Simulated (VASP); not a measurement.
# HfC (Immm) in VASP: a series of runs

The runs below take HfC through single point, with PBE.

Program: VASP 6.6.1. These are calculated values, not measurements. Logs are shortened: lines on timing, memory, paths and dates and some standing lists are left out, and cuts for length are marked.

## Step 1: The cell of the first run

It takes space group Immm (No. 71, orthorhombic). Conventional cell: a = 3.041 Å, b = 3.535 Å, c = 4.650 Å, α = 90.00°, β = 90.00°, γ = 90.00°. Hf (site symmetry mmm) has 6 C at 2.33 Å and 2 Hf at 3.04 Å within 3.1 Å. C (site symmetry mmm) has 6 Hf at 2.33 Å and 2 C at 3.04 Å within 3.1 Å.

## Step 2: Single point, PBE (strain -0.1500 x Voigt [0, 0, 0, 0, 1, 0])

Contents of INCAR:

```
SYSTEM = HfC
PREC = Accurate
ENCUT = 520
EDIFF = 1E-6
ISMEAR = 0
SIGMA = 0.15
LREAL = .False.
LASPH = .True.
NELM = 80
ALGO = Normal
ISIF = 2
LWAVE = .False.
LCHARG = .False.
GGA = PE
NBANDS = 14
```

Contents of KPOINTS:

```
regular mesh
0
Gamma
  18 18 18
  0 0 0
```

Contents of POSCAR:

```
HfC
1.0
   -0.1743750000      2.3250000000      2.3250000000
    2.1506250000      0.0000000000      2.1506250000
    2.3250000000      2.3250000000     -0.1743750000
Hf C
1 1
Direct
    0.5000000000      0.5000000000      0.5000000000
    0.0000000000      0.0000000000      0.0000000000
```

Potentials or basis: VASP PAW PBE potentials, release 64 (Hf_pv, C).

On the command line:

```console
cat potpaw_PBE.64/Hf_pv/POTCAR potpaw_PBE.64/C/POTCAR > POTCAR
mpirun -np 1 vasp_std > vasp.out
```

OUTCAR:

```text
SYSTEM = HfC
   PREC = Accurate
   ENCUT = 520
   EDIFF = 1E-6
   ISMEAR = 0
   LREAL = .False.
   LASPH = .True.
   NELM = 80
   ISIF = 2
   GGA = PE

 ion  position               nearest neighbor table
   1  0.500  0.500  0.500-   2 2.33   2 2.33   2 2.33   2 2.33   2 2.33   2 2.33
   2  0.000  0.000  0.000-   1 2.33   1 2.33   1 2.33   1 2.33   1 2.33   1 2.33

  LATTYP: Found a body centered orthorhombic cell.
 ALAT       =     3.0414430426
 B/A-ratio  =     1.1621621622
 C/A-ratio  =     1.5288795269

  Lattice vectors:

 A1 = (   2.3250000000,  -2.3250000000,  -0.1743750000)
 A2 = (  -2.3250000000,  -2.3250000000,   0.1743750000)
 A3 = (   0.1743750000,   2.3250000000,  -2.3250000000)

Analysis of symmetry for initial positions (statically):
=====================================================================
 Subroutine PRICEL returns:
 Original cell was already a primitive cell.

 Routine SETGRP: Setting up the symmetry group for a
 body centered orthorhombic supercell.

 Subroutine GETGRP returns: Found  8 space group operations
 (whereof  8 operations were pure point group operations)
 out of a pool of  8 trial point group operations.

The static configuration has the point symmetry D_2h.

Analysis of symmetry for dynamics (positions and initial velocities):
=====================================================================
 Subroutine PRICEL returns:
 Original cell was already a primitive cell.

 Routine SETGRP: Setting up the symmetry group for a
 body centered orthorhombic supercell.

 Subroutine GETGRP returns: Found  8 space group operations
 (whereof  8 operations were pure point group operations)
 out of a pool of  8 trial point group operations.

The dynamic configuration has the point symmetry D_2h.

 Subroutine INISYM returns: Found  8 space group operations
 (whereof  8 operations are pure point group operations),
 and found     1 'primitive' translations

----------------------------------------------------------------------------------------

                                     Primitive cell

  volume of cell :      24.9948

  direct lattice vectors                    reciprocal lattice vectors
    -0.174375000  2.325000000  2.325000000    -0.200050013  0.215053763  0.200050013
     2.150625000  0.000000000  2.150625000     0.232490555 -0.215053763  0.232490555
     2.325000000  2.325000000 -0.174375000     0.200050013  0.215053763 -0.200050013

  length of vectors
     3.292667101  3.041443043  3.292667101     0.355370421  0.392876364  0.355370421

  position of ions in fractional coordinates (direct lattice)
     0.500000000  0.500000000  0.500000000
     0.000000000  0.000000000  0.000000000

  ion indices of the primitive-cell ions
   primitive index   ion index
                 1           1
                 2           2

----------------------------------------------------------------------------------------

 KPOINTS: regular mesh

Automatic generation of k-mesh.
 Grid dimensions read from file:
 generate k-points for:   18   18   18

 Generating k-lattice:

  Cartesian coordinates                     Fractional coordinates (reciprocal lattice)
    -0.011113890  0.011947431  0.011113890     0.055555556  0.000000000  0.000000000
     0.012916142 -0.011947431  0.012916142     0.000000000  0.055555556  0.000000000
     0.011113890  0.011947431 -0.011113890     0.000000000  0.000000000  0.055555556

  Length of vectors
     0.019742801  0.021826465  0.019742801

  Shift w.r.t. Gamma in fractional coordinates (k-lattice)
     0.000000000  0.000000000  0.000000000

 Subroutine IBZKPT returns following result:
 ===========================================

 Found    865 irreducible k-points:

 Following reciprocal coordinates:
            Coordinates               Weight
  0.000000  0.000000  0.000000      1.000000
  0.055556  0.000000  0.000000      4.000000
  0.111111  0.000000  0.000000      4.000000
  0.166667  0.000000 -0.000000      4.000000
  0.222222  0.000000 -0.000000      4.000000
  0.277778  0.000000  0.000000      4.000000
[... 16 lines left out ...]
 -0.333333  0.055556  0.000000      8.000000
 -0.277778  0.055556 -0.000000      8.000000
 [... further k-points ...]
   k-points           NKPTS =    865   k-points in BZ     NKDIM =    865   number of bands    NBANDS=     14
   number of dos      NEDOS =    301   number of ions     NIONS =      2
   total plane-waves  NPLWV =  13824
   dimension x,y,z NGX =    24 NGY =   24 NGZ =   24
   dimension x,y,z NGXF=    48 NGYF=   48 NGZF=   48
   ions per type =               1   1
   NGX,Y,Z   is equivalent  to a cutoff of  12.12, 13.12, 12.12 a.u.
   NGXF,Y,Z  is equivalent  to a cutoff of  24.24, 26.24, 24.24 a.u.
 SYSTEM =  HfC
   PREC   = accura    normal or accurate (medium, high low for compatibility)
   ISTART =      0    job   : 0-new  1-cont  2-samecut
   ICHARG =      2    charge: 1-file 2-atom 10-const
   ISPIN  =      1    spin polarized calculation?
   LNONCOLLINEAR =      F non collinear calculations
   LSORBIT =      F    spin-orbit coupling
   LASPH  =      T    aspherical Exc in radial PAW
   ENCUT  =  520.0 eV  38.22 Ry    6.18 a.u.   6.12  5.66  6.12*2*pi/ulx,y,z
   NELM   =     80;   NELMIN=  2; NELMDL= -5     # of ELM steps
   EDIFF  = 0.1E-05   stopping-criterion for ELM
   LREAL  =      F    real-space projection
   EDIFFG = 0.1E-04   stopping-criterion for IOM
   NSW    =      0    number of steps for IOM
   IBRION =     -1    ionic relax: 0-MD 1-quasi-New 2-CG
   NFREE  =      0    steps in history (QN), initial steepest desc. (CG)
   ISIF   =      2    stress and relaxation
   ISYM   =      2    0-nonsym 1-usesym 2-fastsym
   POTIM  = 0.5000    time-step for ionic-motion
   TEBEG  =    0.0;   TEEND  =   0.0 temperature during run
   PSTRESS=    0.0 pullay stress
   NELECT =      14.0000    total number of electrons
   NUPDOWN=      -1.0000    fix difference up-down
   EMIN   =  10.00;   EMAX   =-10.00  energy-range for DOS
   EFERMI =   0.00;   METHOD = LEGACY
   ISMEAR =     0;   SIGMA  =   0.15  broadening in eV -4-tet -1-fermi 0-gaus
   EFERMI_NEDOS =   21; number of points for ismear=-14 and -15
   IALGO  =     38    algorithm
   IMIX   =      4    mixing-type and parameters
     AMIX     =   0.40;   BMIX     =  1.00
     AMIX_MAG =   1.60;   BMIX_MAG =  1.00
  volume/ion in A,a.u.               =      12.50        84.34
  Fermi-wavevector in a.u.,A,eV,Ry     =   1.349484  2.550155 24.777675  1.821108
  Thomas-Fermi vector in A             =   2.477067
   LORBIT       =      0    0 simple, 1 ext, 2 COOP (PROOUT), +10 PAW based schemes
   GGA     = PE    functional components
   LHFCALC =     F    Hartree Fock is set to
   AEXX    =    0.0000 exact exchange contribution
   IVDW    =     0    specifies the selected vdW correction
   LEPSILON=     F    determine dielectric tensor
   LRPA    =     F    only Hartree local field effects (RPA)
 non-spin polarized calculation
 Gauss-broadening in eV      SIGMA  =   0.15
  energy-cutoff  :      520.00
  volume of cell :       24.99
 maximum number of plane-waves:       696
   NGX = 13   NGY = 11   NGZ = 13

 number of electron      14.0000001 magnetization

 Free energy of the ion-electron system (eV)
  ---------------------------------------------------
  ext. energy  EPLUGINS =         0.00000000
  ---------------------------------------------------
  free energy    TOTEN  =       -20.74856061 eV

  energy without entropy =      -20.74534181  energy(sigma->0) =      -20.74695121

 E-fermi :   6.1178     XC(G=0): -12.3214

 val. band max:        6.1087497915   @ k =   0.0556   0.1111  -0.0000
 cond. band min:       6.1184626669   @ k =   0.3333   0.4444  -0.0000
 fundamental gap:      0.0097128753
 Fermi energy:         6.1177791176

 k-point     1 :       0.0000    0.0000    0.0000
  band No.  band energies     occupation
      1     -23.6112      2.00000
      2     -23.5728      2.00000
      3     -23.4748      2.00000
      4      -6.3403      2.00000
      5       6.4112      0.00566
      6       6.5983      0.00001
      7       6.8151      0.00000
      8       6.9111      0.00000
      9       7.6410      0.00000
     10       8.5762      0.00000
     11       9.5819      0.00000
     12       9.6782      0.00000
     13      13.2450      0.00000
     14      17.2420      0.00000

 k-point     2 :       0.0556    0.0000    0.0000
  band No.  band energies     occupation
      1     -23.6243      2.00000
      2     -23.5797      2.00000
      3     -23.4768      2.00000
      4      -6.2677      2.00000
      5       5.7829      1.99841
      6       6.1912      0.48871
      7       7.0830      0.00000
      8       7.3031      0.00000
      9       7.3805      0.00000
     10       8.7050      0.00000
     11       9.9147      0.00000
     12      10.0314      0.00000
     13      13.3695      0.00000
     14      17.4001      0.00000

 k-point     3 :       0.1111    0.0000    0.0000
  band No.  band energies     occupation
      1     -23.6745      2.00000
      2     -23.5867      2.00000
      3     -23.4826      2.00000
      4      -6.0544      2.00000
      5       4.8977      2.00000
      6       5.5647      2.00000
      7       6.6896      0.00000
      8       7.3461      0.00000
      9       7.9492      0.00000
     10       8.9499      0.00000
     11      10.7123      0.00000
     12      10.8261      0.00000
     13      13.7238      0.00000
     14      17.8482      0.00000
[... 324 lines left out ...]
 k-point    23 :      -0.3333    0.0556    0.0000
  band No.  band energies     occupation
      1     -24.0938      2.00000
      2     -23.5977      2.00000
      3     -23.5507      2.00000
      4      -3.9055      2.00000
      5       1.0563      2.00000
      6       3.3143      2.00000
      7       4.5550      2.00000
      8       8.8171      0.00000
      9      10.1315      0.00000
     10      11.3493      0.00000
     11      14.3650      0.00000
     12      15.0962      0.00000
     13      16.0051      0.00000
     14      19.4169      0.00000

 k-point    24 :      -0.2778    0.0556   -0.0000
  band No.  band energies     occupation
      1     -24.0044      2.00000
      2     -23.5957      2.00000
      3     -23.5404      2.00000
      4      -4.4828      2.00000
      5       1.8471      2.00000
      6       3.6540      2.00000
      7       4.8765      2.00000
      8       8.4753      0.00000
      9       9.5207      0.00000
     10      10.7651      0.00000
     11      13.4343      0.00000
     12      15.0237      0.00000
     13      15.3260      0.00000
     14      19.4616      0.00000

 [... further k-points ...]
[... 5 lines left out ...]
  --------------------------------------------------------------------------------------
  -------------------------------------------------------------------------------------
  Total        0.3148642     -0.1834112      0.3148642      0.0000000      0.0000000      3.8881316
  in kB       20.1829559    -11.7567526     20.1829559      0.0000000      0.0000000    249.2312383
  external PRESSURE =       9.5363864 kB  Pullay stress =       0.0000000 kB

 VOLUME and BASIS-vectors are now :
 -----------------------------------------------------------------------------
  energy-cutoff  :      520.00
  volume of cell :       24.99
      direct lattice vectors                 reciprocal lattice vectors
    -0.174375000  2.325000000  2.325000000    -0.200050013  0.215053763  0.200050013
     2.150625000  0.000000000  2.150625000     0.232490555 -0.215053763  0.232490555
     2.325000000  2.325000000 -0.174375000     0.200050013  0.215053763 -0.200050013

 POSITION                                       TOTAL-FORCE (eV/Angst)
 -----------------------------------------------------------------------------------
      2.15062      2.32500      2.15062         0.000000      0.000000     -0.000000
      0.00000      0.00000      0.00000         0.000000      0.000000      0.000000
 -----------------------------------------------------------------------------------
    total drift:                                0.000000     -0.000000      0.000000

  FREE ENERGIE OF THE ION-ELECTRON SYSTEM (eV)
  ---------------------------------------------------
  free  energy   TOTEN  =       -20.7485606104 eV

  energy  without entropy=      -20.7453418076  energy(sigma->0) =      -20.74695121
```

Wall time 61 s (1 thread of Intel Xeon 6975P-C (Granite Rapids), shared host); peak memory 0.41 GiB.

Results:

| Property | Result |
| --- | --- |
| Free energy | -20.7486 eV |
| Pressure | 1.0 GPa |
| Band gap on the k mesh | zero (band 7 reaches 7.08 eV, above the bottom of band 8 at 5.71 eV) |

Caveat: the cell differs from its parent crystal (strain -0.1500 x Voigt [0, 0, 0, 0, 1, 0]); spin-orbit coupling is left out, which moves the levels of the heavy elements.

## Step 3: Single point, PBE (strain +0.1312 x Voigt [0, 0, 0, 0, 1, 0])

Contents of INCAR:

```
SYSTEM = HfC
  PREC = Accurate
  ENCUT = 520
  EDIFF = 1E-6
  ISMEAR = 0
  SIGMA = 0.15
  LREAL = .False.
  LASPH = .True.
  NELM = 80
  ALGO = Normal
  ISIF = 2
  LWAVE = .False.
  LCHARG = .False.
  GGA = PE
  NBANDS = 14
```

Contents of KPOINTS:

```
Automatic mesh
0
Gamma
  18 18 18
  0 0 0
```

Contents of POSCAR:

```
HfC
1.0
    0.1525200000      2.3250000000      2.3250000000
    2.4775200000      0.0000000000      2.4775200000
    2.3250000000      2.3250000000      0.1525200000
Hf C
1 1
Direct
    0.5000000000      0.5000000000      0.5000000000
    0.0000000000      0.0000000000      0.0000000000
```

Potentials or basis: VASP PAW PBE potentials, release 64 (Hf_pv, C).

On the command line:

```console
cat potpaw_PBE.64/Hf_pv/POTCAR potpaw_PBE.64/C/POTCAR > POTCAR
mpirun -np 1 vasp_std > vasp.out
```

Wall time 76 s (1 thread of Intel Xeon 6975P-C (Granite Rapids), shared host); peak memory 0.41 GiB.

The run converged. Its results:

* Free energy: -20.8181 eV
* Pressure: 0.6 GPa
* Band gap on the k mesh: zero (band 7 reaches 7.14 eV, above the bottom of band 8 at 5.72 eV)

Stress tensor (GPa, compression positive):
```
  1.39   0.00 -21.98
  0.00  -0.96   0.00
-21.98   0.00   1.39
```

Levels at points of the mesh, in eV from the Fermi level:
```csv
k point,band 3,band 4,band 5,band 6,band 7,band 8,band 9,band 10,band 11,band 12
"(0.00, 0.00, 0.00)",-29.59,-12.43,0.43,0.54,0.83,0.83,1.45,2.31,3.45,3.51
"(0.50, 0.00, 0.00)",-29.76,-8.44,-6.14,-3.84,-2.96,4.84,4.95,6.23,7.29,11.41
"(0.00, 0.50, 0.00)",-29.66,-8.89,-6.36,-3.19,-2.06,3.54,5.65,6.01,6.90,10.58
"(0.50, 0.50, 0.00)",-29.87,-10.45,-2.72,-1.88,-0.20,-0.16,4.84,6.29,6.51,8.84
"(0.50, 0.00, 0.50)",-29.78,-10.55,-2.70,-1.98,-0.80,0.56,5.39,6.67,6.73,8.42
```

Caveat: the cell differs from its parent crystal (strain +0.1312 x Voigt [0, 0, 0, 0, 1, 0]); spin-orbit coupling is left out, which moves the levels of the heavy elements.

## Step 4: Single point, PBE (strain +0.1125 x Voigt [0, 0, 0, 0, 1, 0])

Contents of INCAR:

```
PREC = Accurate
ENCUT = 520
EDIFF = 1E-6
ISMEAR = 0
SIGMA = 0.15
LREAL = False
LASPH = True
NELM = 80
ALGO = Normal
ISIF = 2
LWAVE = False
LCHARG = False
GGA = PE
NBANDS = 14
```

Contents of KPOINTS:

```
regular mesh
0
Gamma
  18 18 18
```

Contents of POSCAR:

```
HfC
1.0
    0.1307812500      2.3250000000      2.3250000000
    2.4557812500      0.0000000000      2.4557812500
    2.3250000000      2.3250000000      0.1307812500
Hf C
1 1
Direct
    0.5000000000      0.5000000000      0.5000000000
    0.0000000000      0.0000000000      0.0000000000
```

On the command line:

```console
cat potpaw_PBE.64/Hf_pv/POTCAR potpaw_PBE.64/C/POTCAR > POTCAR
mpirun -np 1 vasp_std > vasp.out
```

Wall time 73 s (1 thread of Intel Xeon 6975P-C (Granite Rapids), shared host); peak memory 0.42 GiB.

It converged, with:

* Free energy: -20.8785 eV
* Pressure: 0.3 GPa
* Band gap on the k mesh: zero (band 7 reaches 7.07 eV, above the bottom of band 8 at 5.69 eV)

Stress tensor (GPa, compression positive):
```
  0.87   0.00 -18.98
  0.00  -0.80   0.00
-18.98   0.00   0.87
```

Levels at points of the mesh, in eV from the Fermi level:
```
           k point  band 4  band 5  band 6  band 7  band 8  band 9  band 10  band 11
(0.00, 0.00, 0.00)  -12.40    0.56    0.60    0.87    0.97    1.38     2.18     3.44
(0.50, 0.00, 0.00)   -8.45   -6.13   -3.73   -2.96    4.96    5.00     6.26     7.04
(0.00, 0.50, 0.00)   -8.84   -6.32   -3.15   -2.20    3.82    5.60     5.98     6.85
(0.50, 0.50, 0.00)  -10.44   -2.69   -1.86   -0.18   -0.14    4.96     6.37     6.57
(0.50, 0.00, 0.50)  -10.52   -2.68   -1.93   -0.70    0.46    5.36     6.67     6.74
```

Caveat: the cell differs from its parent crystal (strain +0.1125 x Voigt [0, 0, 0, 0, 1, 0]); spin-orbit coupling is left out, which moves the levels of the heavy elements.

## Step 5: Single point, PBE (strain +0.0937 x Voigt [0, 0, 0, 0, 1, 0])

Contents of INCAR:

```
SYSTEM = HfC
PREC     = Accurate       ! precision mode
ENCUT    = 520            ! plane-wave cutoff, eV
EDIFF    = 1E-7           ! SCF threshold, eV
ISMEAR   = 0              ! smearing method
SIGMA    = 0.15           ! smearing width, eV
LREAL    = .False.        ! projectors in reciprocal space
LASPH    = .True.         ! aspherical terms in the spheres
NELM     = 80             ! most SCF steps
ALGO     = Normal         ! electronic algorithm
ISIF     = 2              ! what is computed and relaxed
LWAVE    = .False.        ! write WAVECAR
LCHARG   = .False.        ! write CHGCAR
GGA      = PE             ! functional
NBANDS   = 14             ! bands
```

Contents of KPOINTS:

```
Automatic mesh
0
Gamma
  18 18 18
  0 0 0
```

Contents of POSCAR:

```
HfC
1.0
    0.1089262500      2.3250000000      2.3250000000
    2.4339262500      0.0000000000      2.4339262500
    2.3250000000      2.3250000000      0.1089262500
Hf C
1 1
Direct
    0.5000000000      0.5000000000      0.5000000000
    0.0000000000      0.0000000000      0.0000000000
```

On the command line:

```console
cat potpaw_PBE.64/Hf_pv/POTCAR potpaw_PBE.64/C/POTCAR > POTCAR
mpirun -np 1 vasp_std > vasp.out
```

It took 82 s on 1 thread of Intel Xeon 6975P-C (Granite Rapids), shared host; peak memory 0.41 GiB.

The run converged. Its results:

```
Free energy            : -20.9300 eV
Pressure               : 0.1 GPa
Band gap on the k mesh : zero (band 7 reaches 6.98 eV, above the bottom of band 8 at 5.66 eV)
```

Stress tensor (GPa, compression positive):
```
  0.45   0.00 -15.90
  0.00  -0.67   0.00
-15.90   0.00   0.45
```

Levels at points of the mesh, in eV from the Fermi level:
```
           k point  band 4  band 5  band 6  band 7  band 8  band 9  band 10  band 11
(0.00, 0.00, 0.00)  -12.37    0.67    0.71    0.91    1.09    1.31     2.05     3.43
(0.50, 0.00, 0.00)   -8.46   -6.11   -3.60   -2.95    5.06    5.08     6.31     6.79
(0.00, 0.50, 0.00)   -8.78   -6.28   -3.11   -2.33    4.09    5.55     5.95     6.80
(0.50, 0.50, 0.00)  -10.43   -2.66   -1.83   -0.15   -0.13    5.06     6.46     6.62
(0.50, 0.00, 0.50)  -10.49   -2.65   -1.88   -0.59    0.37    5.35     6.68     6.75
```

Caveat: the cell differs from its parent crystal (strain +0.0937 x Voigt [0, 0, 0, 0, 1, 0]); spin-orbit coupling is left out, which moves the levels of the heavy elements.

## Step 6: Overview

| cell | gap on the mesh (eV) | pressure (GPa) |
| --- | --- | --- |
| a = 3.293, b = 3.041 Å, angles 62.5, 64.9, 62.5°, 2 atoms | none | 1.0 |
| a = 3.292, b = 3.504 Å, angles 57.8, 55.6, 57.8°, 2 atoms | none | 0.6 |
| a = 3.291, b = 3.473 Å, angles 58.1, 56.3, 58.1°, 2 atoms | none | 0.3 |
| a = 3.290, b = 3.442 Å, angles 58.5, 56.9, 58.5°, 2 atoms | none | 0.1 |

Alike in all rows: task single point; level PBE; potentials or basis VASP PAW PBE potentials, release 64 (Hf_pv, C); no spin polarisation; k mesh 18 × 18 × 18; cutoff (eV) 520; smearing gaussian 0.15 eV.

Caveats: spin-orbit coupling is left out, which moves the levels of the heavy elements.

Absolute energies hang on the potentials; compare differences alone.
